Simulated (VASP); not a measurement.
# AlN (P6_3mc) in VASP: vibrations by perturbation theory with PBE

Aim: the vibrations by perturbation theory of AlN with PBE.

Everything below comes from runs of VASP 6.6.1. Logs are shortened: lines on timing, memory, paths and dates and some standing lists are left out, and cuts for length are marked.

## (1) The cell of the first run

Symmetry: P6_3mc, No. 186, hexagonal system. The conventional cell has a = 3.130 Å, b = 3.130 Å, c = 5.018 Å, α = 90.00°, β = 90.00°, γ = 120.00°. Within 2.5 Å of Al (site symmetry 3m) lie 4 N at 1.90 to 1.91 Å. Within 2.5 Å of N (site symmetry 3m) lie 4 Al at 1.90 to 1.91 Å.

## (2) Vibrations by perturbation theory, PBE

INCAR reads:

```
SYSTEM = AlN
PREC     = Accurate       ! precision mode
ENCUT    = 520            ! plane-wave cutoff, eV
EDIFF    = 1E-8           ! SCF threshold, eV
ISMEAR   = 0              ! smearing method
SIGMA    = 0.01           ! smearing width, eV
LREAL    = .False.        ! projectors in reciprocal space
LASPH    = .True.         ! aspherical terms in the spheres
NELM     = 60             ! most SCF steps
ALGO     = Normal         ! electronic algorithm
ISIF     = 2              ! what is computed and relaxed
LWAVE    = .False.        ! write WAVECAR
LCHARG   = .True.         ! write CHGCAR
GGA      = PE             ! functional
NBANDS   = 16             ! bands
IBRION   = 8              ! ionic algorithm
NSW      = 1              ! ionic steps
LEPSILON = .True.         ! dielectric tensor by DFPT
```

KPOINTS reads:

```
regular mesh
0
Gamma
  6 6 4
  0 0 0
```

POSCAR reads:

```
AlN
1.0
    3.1302036258      0.0000000000      0.0000000000
   -1.5651018129      2.7108358590      0.0000000000
    0.0000000000      0.0000000000      5.0180193796
Al N
2 2
Direct
    0.6666666667      0.3333333333      0.4992349487
    0.3333333333      0.6666666667      0.9992349487
    0.6666666667      0.3333333333      0.8807650513
    0.3333333333      0.6666666667      0.3807650513
```

Potentials or basis: VASP PAW PBE potentials, release 64 (Al, N).

Launch:

```bash
$ cat potpaw_PBE.64/Al/POTCAR potpaw_PBE.64/N/POTCAR > POTCAR
$ mpirun -np 1 vasp_std > vasp.out
```

OUTCAR:

```text
SYSTEM = AlN
   PREC = Accurate
   ENCUT = 520
   EDIFF = 1E-8
   ISMEAR = 0
   LREAL = .False.
   LASPH = .True.
   NELM = 60
   ISIF = 2
   GGA = PE
   IBRION = 8
   NSW = 1
   LEPSILON = .True.

 ion  position               nearest neighbor table
   1  0.667  0.333  0.499-   4 1.90   4 1.90   4 1.90   3 1.91   2 3.09   2 3.09   2 3.09   2 3.09
                             2 3.09   2 3.09
   2  0.333  0.667  0.999-   3 1.90   3 1.90   3 1.90   4 1.91   1 3.09   1 3.09   1 3.09   1 3.09
                             1 3.09   1 3.09
   3  0.667  0.333  0.881-   2 1.90   2 1.90   2 1.90   1 1.91
   4  0.333  0.667  0.381-   1 1.90   1 1.90   1 1.90   2 1.91

  LATTYP: Found a hexagonal cell.
 ALAT       =     3.1302036258
 C/A-ratio  =     1.6030967884

  Lattice vectors:

 A1 = (   3.1302036258,   0.0000000000,   0.0000000000)
 A2 = (  -1.5651018129,   2.7108358590,   0.0000000000)
 A3 = (   0.0000000000,   0.0000000000,   5.0180193796)

Analysis of symmetry for initial positions (statically):
=====================================================================
 Subroutine PRICEL returns:
 Original cell was already a primitive cell.

 Routine SETGRP: Setting up the symmetry group for a
 hexagonal supercell.

 Subroutine GETGRP returns: Found 12 space group operations
 (whereof  6 operations were pure point group operations)
 out of a pool of 24 trial point group operations.

The static configuration has the point symmetry C_3v.
 The point group associated with its full space group is C_6v.

Analysis of symmetry for dynamics (positions and initial velocities):
=====================================================================
 Subroutine PRICEL returns:
 Original cell was already a primitive cell.

 Routine SETGRP: Setting up the symmetry group for a
 hexagonal supercell.

 Subroutine GETGRP returns: Found 12 space group operations
 (whereof  6 operations were pure point group operations)
 out of a pool of 24 trial point group operations.

The dynamic configuration has the point symmetry C_3v.
 The point group associated with its full space group is C_6v.

 Subroutine INISYM returns: Found 12 space group operations
 (whereof  6 operations are pure point group operations),
 and found     1 'primitive' translations

----------------------------------------------------------------------------------------

                                     Primitive cell

  volume of cell :      42.5802

  direct lattice vectors                    reciprocal lattice vectors
     3.130203626  0.000000000  0.000000000     0.319468035  0.184444956  0.000000000
    -1.565101813  2.710835859  0.000000000     0.000000000  0.368889911  0.000000000
     0.000000000  0.000000000  5.018019380     0.000000000  0.000000000  0.199281813

  length of vectors
     3.130203626  3.130203626  5.018019380     0.368889911  0.368889911  0.199281813

  position of ions in fractional coordinates (direct lattice)
     0.666666667  0.333333333  0.499234949
     0.333333333  0.666666667  0.999234949
     0.666666667  0.333333333  0.880765051
     0.333333333  0.666666667  0.380765051

[... 588 lines left out ...]
     0.00000  0.26939  0.00000
    -0.00000 -0.00000 -0.42092

[... ionic steps 4 to 9 ...]

--------------------------------------- Ionic step       10  -------------------------------------------

------------------------ aborting loop because EDIFF is reached ----------------------------------------

[... ionic steps 11 to 11 ...]

--------------------------------------- Ionic step       12  -------------------------------------------

 Free energy of the ion-electron system (eV)
  ---------------------------------------------------
  ---------------------------------------------------
  free energy    TOTEN  =        -0.25351695 eV

  energy without entropy =       -0.25351695

------------------------ aborting loop because EDIFF is reached ----------------------------------------

 INTERNAL STRAIN TENSOR  FOR ION    3  DIRECTION 3   (eV/Angst):
 -----------------------------------------------------------------------------
     5.02474 -0.00000 -0.00000
     0.00000  5.02474 -0.00000
    -0.00000  0.00000-11.13010

 MACROSCOPIC STATIC DIELECTRIC TENSOR (including local field effects in DFT)
 ------------------------------------------------------
           4.529048     0.000000     0.000000
          -0.000000     4.529048     0.000000
           0.000000     0.000000     4.701064
 ------------------------------------------------------

 PIEZOELECTRIC TENSOR (including local field effects)  for field in x, y, z        (e  Angst)
          XX          YY          ZZ          XY          YZ          ZX
  --------------------------------------------------------------------------------
  x     0.00000     0.00000     0.00000    -0.00000     0.00000     0.90372
  y     0.00000    -0.00000     0.00000     0.00000     0.90372     0.00000
  z     0.71594     0.71594    -1.11865     0.00000    -0.00000    -0.00000

 PIEZOELECTRIC TENSOR (including local field effects)  for field in x, y, z        (C/m^2)
          XX          YY          ZZ          XY          YZ          ZX
  --------------------------------------------------------------------------------
  x     0.00000     0.00000     0.00000    -0.00000     0.00000     0.34005
  y     0.00000    -0.00000     0.00000     0.00000     0.34005     0.00000
  z     0.26939     0.26939    -0.42092     0.00000    -0.00000    -0.00000

 BORN EFFECTIVE CHARGES (including local field effects) (in |e|, cummulative output)
 ---------------------------------------------------------------------------------
 ion    1
    1     2.52192     0.00000     0.00000
    2     0.00000     2.52192     0.00000
    3     0.00000     0.00000     2.67523
 ion    2
    1     2.52192    -0.00000     0.00000
    2     0.00000     2.52192     0.00000
    3     0.00000     0.00000     2.67523
 ion    3
    1    -2.52192     0.00000    -0.00000
    2     0.00000    -2.52192     0.00000
    3     0.00000     0.00000    -2.67523
 ion    4
    1    -2.52192     0.00000     0.00000
    2     0.00000    -2.52192    -0.00000
    3    -0.00000     0.00000    -2.67523

 INTERNAL STRAIN TENSOR FOR ION    4 for displacements in x,y,z  (eV/Angst):
          X           Y           Z          XY          YZ          ZX
  --------------------------------------------------------------------------------
  x    -0.00000    -0.00000    -0.00000    -9.74578    -0.00000     4.76392
  y    -9.74578     9.74578    -0.00000     0.00000     4.88760     0.00000
  z     5.02474     5.02474   -11.13010     0.00000     0.00000     0.00000

 SECOND DERIVATIVES (NOT SYMMETRIZED)
 ------------------------------------
               1X          1Y          1Z          2X          2Y          2Z          3X          3Y          3Z          4X          4Y          4Z
  1X   -14.915031    0.000000    0.000000    0.643137    0.000000   -0.000000    1.490926    0.000000    0.000000   12.780967    0.000000    0.000000
  1Y     0.000000  -14.915031    0.000000   -0.000000    0.643137    0.000000    0.000000    1.490926    0.000000   -0.000000   12.780967    0.000000
  1Z     0.000000   -0.000000  -20.228283    0.000000    0.000000    8.242443    0.000000   -0.000000    5.919194    0.000000   -0.000000    6.066646
  2X     0.643137    0.000000    0.000000  -14.915031   -0.000000    0.000000   12.780967    0.000000    0.000000    1.490926    0.000000    0.000000
  2Y    -0.000000    0.643137    0.000000   -0.000000  -14.915031   -0.000000    0.000000   12.780967    0.000000    0.000000    1.490926    0.000000
  2Z     0.000000   -0.000000    8.242443    0.000000    0.000000  -20.228283    0.000000    0.000000    6.066646    0.000000    0.000000    5.919194
  3X     1.490563    0.000000   -0.000000   12.780856    0.000000   -0.000000  -14.975497   -0.000000    0.000000    0.704078    0.000000   -0.000000
  3Y    -0.000000    1.490563    0.000000    0.000000   12.780856    0.000000    0.000000  -14.975497    0.000000    0.000000    0.704078    0.000000
  3Z     0.000000   -0.000000    5.880781    0.000000    0.000000    6.098963    0.000000   -0.000000  -18.868145    0.000000    0.000000    6.888402
  4X    12.780856    0.000000    0.000000    1.490563    0.000000    0.000000    0.704078    0.000000    0.000000  -14.975497    0.000000    0.000000
  4Y     0.000000   12.780856    0.000000    0.000000    1.490563   -0.000000    0.000000    0.704078    0.000000    0.000000  -14.975497   -0.000000
  4Z     0.000000    0.000000    6.098963    0.000000    0.000000    5.880781    0.000000    0.000000    6.888402   -0.000000    0.000000  -18.868145

 Eigenvectors and eigenvalues of the dynamical matrix
 ----------------------------------------------------

   1 f  =   21.204514 THz   133.231892 2PiTHz  707.306460 cm-1    87.694785 meV
             X         Y         Z           dx          dy          dz
      1.565102  0.903612  2.505171    -0.000000    0.000000   -0.008477
     -0.000000  1.807224  5.014180    -0.000000    0.000000    0.008477
      1.565102  0.903612  4.419696     0.000000   -0.000000   -0.707056
     -0.000000  1.807224  1.910686     0.000000   -0.000000    0.707056
[... 71 lines left out ...]
  12 f/i=    0.002151 THz     0.013513 2PiTHz    0.071736 cm-1     0.008894 meV
             X         Y         Z           dx          dy          dz
      1.565102  0.903612  2.505171     0.000000    0.000000   -0.573693
     -0.000000  1.807224  5.014180     0.000000    0.000000   -0.573693
      1.565102  0.903612  4.419696     0.000000    0.000000   -0.413372
     -0.000000  1.807224  1.910686     0.000000    0.000000   -0.413372

--------------------------------------------------------------------------------------------------------

 MACROSCOPIC STATIC DIELECTRIC TENSOR IONIC CONTRIBUTION
 ------------------------------------------------------
           3.787700     0.000000    -0.000000
           0.000000     3.787700    -0.000000
          -0.000000    -0.000000     5.076354
 ------------------------------------------------------

 ELASTIC MODULI CONTR FROM IONIC RELAXATION (kBar)
 Direction    XX          YY          ZZ          XY          YZ          ZX
 --------------------------------------------------------------------------------
 XX        -619.7759    301.7915    352.1517      0.0000      0.0000      0.0000
 YY         301.7915   -619.7759    352.1517     -0.0000     -0.0000      0.0000
 ZZ         352.1517    352.1517   -779.9805      0.0000     -0.0000     -0.0000
 XY           0.0000     -0.0000      0.0000   -460.7837     -0.0000      0.0000
 YZ           0.0000     -0.0000     -0.0000     -0.0000   -113.8261     -0.0000
 ZX           0.0000      0.0000     -0.0000      0.0000     -0.0000   -118.1689
 --------------------------------------------------------------------------------

 PIEZOELECTRIC TENSOR IONIC CONTR  for field in x, y, z        (C/m^2)
          XX          YY          ZZ          XY          YZ          ZX
  --------------------------------------------------------------------------------
  x     0.00000     0.00000    -0.00000     0.00000    -0.00000    -0.62952
  y     0.00000    -0.00000    -0.00000    -0.00000    -0.61785    -0.00000
  z    -0.84535    -0.84535     1.87236    -0.00000     0.00000     0.00000
```

Run time: 1.9 min. Hardware: 1 thread of Intel Xeon 6975P-C (Granite Rapids), shared host; peak memory 0.27 GiB.

Results:

- Electronic dielectric tensor (diagonal): 4.53, 4.53, 4.70
- Born charges (mean of the diagonal): Al +2.57; N -2.57 e
- Highest phonon frequency at Γ, LO-TO splitting left out: 707 cm⁻¹

Phonon frequencies in cm⁻¹ (negative: imaginary):
| q point | frequencies |
| --- | --- |
| (0.000, 0.000, 0.000) | 0 0 0 237 237 536 595 636 636 649 649 707 |

Electronic dielectric tensor:
```
4.53 0.00 0.00
0.00 4.53 0.00
0.00 0.00 4.70
```

Born effective charge tensors (e):
atom 1, Al
```
2.52 0.00 0.00
0.00 2.52 0.00
0.00 0.00 2.68
```
atom 2, Al
```
2.52 0.00 0.00
0.00 2.52 0.00
0.00 0.00 2.68
```
atom 3, N
```
-2.52  0.00  0.00
 0.00 -2.52  0.00
 0.00  0.00 -2.68
```
atom 4, N
```
-2.52  0.00  0.00
 0.00 -2.52  0.00
 0.00  0.00 -2.68
```

Caveat: the k points lie up to 0.39 Å⁻¹ apart.
